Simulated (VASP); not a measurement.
Input of a VASP 6.6.1 run:

INCAR

```
SYSTEM = Cu
PREC = Accurate
ENCUT = 520
EDIFF = 1E-6
ISMEAR = -1
SIGMA = 0.05
LREAL = .FALSE.
LASPH = .TRUE.
NELM = 100
ALGO = Normal
ISIF = 2
LWAVE = .FALSE.
LCHARG = .FALSE.
GGA = PS
NBANDS = 12
```

KPOINTS

```
Automatic mesh
0
G
  26 26 26
  0 0 0
```

Contents of POSCAR:

```
Cu
1.0
    0.0000000000      1.7748312555      1.7748312555
    1.7748312555      0.0000000000      1.7748312555
    1.7748312555      1.7748312555      0.0000000000
Cu
1
Direct
    0.0000000000      0.0000000000      0.0000000000
```

Potentials or basis: VASP PAW PBE potentials, release 64 (Cu).

Command:

```console
$ cat potpaw_PBE.64/Cu/POTCAR > POTCAR
$ mpirun -np 1 vasp_std > vasp.out
```

(1) Predict the pressure.

(2) Predict the band gap on the k mesh.

Answers

(1) 2.7 GPa.

(2) zero (an odd number of electrons rules out a gap without spin polarisation).

Caveat: the PAW data sets were made with another functional, which shifts forces and pressure a little.
